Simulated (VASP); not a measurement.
# CaZn23S24 (a cell with a defect): single point with PBE

CaZn23S24 (a cell with a defect):

```xyz
48
Lattice="7.6159 0.0000 0.0000 -3.8080 6.5956 0.0000 0.0000 0.0000 18.6787" Properties=species:S:1:pos:R:3 pbc="T T T"
Zn    0.0000    2.1985   15.5643
Zn   -1.9040    5.4963   15.5643
Zn    3.8080    2.1985   15.5643
Zn    1.9040    5.4963   15.5643
Zn    1.9040    1.0993    6.2250
Zn    0.0000    4.3971    6.2250
Zn    5.7119    1.0993    6.2250
Zn    3.8080    4.3971    6.2250
Zn    0.0000    4.3971   12.4562
Zn    5.7119    1.0993   12.4562
Zn    3.8080    4.3971   12.4562
Zn    0.0000    2.1985    3.1168
Zn   -1.9040    5.4963    3.1168
Zn    3.8080    2.1985    3.1168
Zn    1.9040    5.4963    3.1168
Zn    0.0000    0.0000    9.3383
Zn   -1.9040    3.2978    9.3383
Zn    3.8080    0.0000    9.3383
Zn    1.9040    3.2978    9.3383
Zn    0.0000    0.0000   18.6776
Zn   -1.9040    3.2978   18.6776
Zn    3.8080    0.0000   18.6776
Zn    1.9040    3.2978   18.6776
Ca    1.9040    1.0993   12.4562
S     0.0000    2.1985   17.8964
S    -1.9040    5.4963   17.8964
S     3.8080    2.1985   17.8964
S     1.9040    5.4963   17.8964
S     1.9040    1.0993    8.5570
S     0.0000    4.3971    8.5570
S     5.7119    1.0993    8.5570
S     3.8080    4.3971    8.5570
S     1.9040    1.0993   14.7881
S     0.0000    4.3971   14.7881
S     5.7119    1.0993   14.7881
S     3.8080    4.3971   14.7881
S     0.0000    2.1985    5.4487
S    -1.9040    5.4963    5.4487
S     3.8080    2.1985    5.4487
S     1.9040    5.4963    5.4487
S     0.0000    0.0000   11.6762
S    -1.9040    3.2978   11.6762
S     3.8080    0.0000   11.6762
S     1.9040    3.2978   11.6762
S     0.0000    0.0000    2.3368
S    -1.9040    3.2978    2.3368
S     3.8080    0.0000    2.3368
S     1.9040    3.2978    2.3368
```

```yaml
Program: VASP 6.6.1
Task: single point
Functional: PBE
Potentials_or_basis: VASP PAW PBE potentials, release 64 (Zn, Ca_sv, S)
Cutoff: 520 eV
k_mesh: 3 × 3 × 1
Occupations: fermi-dirac, width 0.01 eV
Spin: no spin polarisation
Dipole_correction: no
Further_INCAR_settings: LREAL = Auto; ALGO = Normal; EDIFF = 1e-06; NBANDS = 245
```

```yaml
Pressure: 4.4 GPa
Largest_force: 3.347 eV/Å
Band_gap_on_the_k_mesh: 2.26 eV
```

Forces in eV/Å, atoms in the order of the input:
```
Zn   0.036 -0.021  0.091
Zn   0.000  0.042  0.091
Zn  -0.036 -0.021  0.091
Zn   0.000  0.000  0.020
Zn   0.000  0.000 -0.032
Zn  -0.002 -0.001  0.007
Zn   0.000  0.002  0.007
Zn   0.002 -0.001  0.007
Zn   0.123  0.071 -0.092
Zn   0.000 -0.142 -0.092
Zn  -0.123  0.071 -0.092
Zn  -0.002  0.001 -0.003
Zn   0.000 -0.003 -0.003
Zn   0.002  0.001 -0.003
Zn   0.000  0.000  0.001
Zn  -0.104 -0.060  0.052
Zn   0.000  0.000 -0.024
Zn   0.104 -0.060  0.052
Zn   0.000  0.120  0.052
Zn   0.009  0.005  0.006
Zn   0.000  0.000  0.014
Zn  -0.009  0.005  0.006
Zn   0.000 -0.010  0.006
Ca   0.000  0.000 -0.103
S   -0.024  0.014  0.010
S    0.000 -0.027  0.010
S    0.024  0.014  0.010
S    0.000  0.000 -0.012
S    0.000  0.000  0.018
S   -0.013 -0.008 -0.013
S    0.000  0.015 -0.013
S    0.013 -0.008 -0.013
S    0.000  0.000  3.347
S   -0.005 -0.003 -0.015
S    0.000  0.006 -0.015
S    0.005 -0.003 -0.015
S    0.002 -0.001 -0.007
S    0.000  0.003 -0.007
S   -0.002 -0.001 -0.007
S    0.000  0.000 -0.011
S   -2.679 -1.547 -1.109
S    0.000  0.000  0.011
S    2.679 -1.547 -1.109
S    0.000  3.094 -1.109
S    0.000  0.000 -0.005
S    0.000  0.000  0.007
S    0.000  0.000 -0.005
S    0.000  0.000 -0.005
```

Levels at points of the mesh, in eV from the valence-band top:
| k point | band 213 | band 214 | band 215 | band 216 | band 217 | band 218 |
| --- | --- | --- | --- | --- | --- | --- |
| (0.00, 0.00, 0.00) | -0.05 | 0.00 | 0.00 | 2.26 | 3.25 | 3.28 |

Wall time 17 min on 1 thread of Intel(R) Xeon(R) 6975P-C (Granite Rapids) (shared host), peak memory 1.2 GiB.
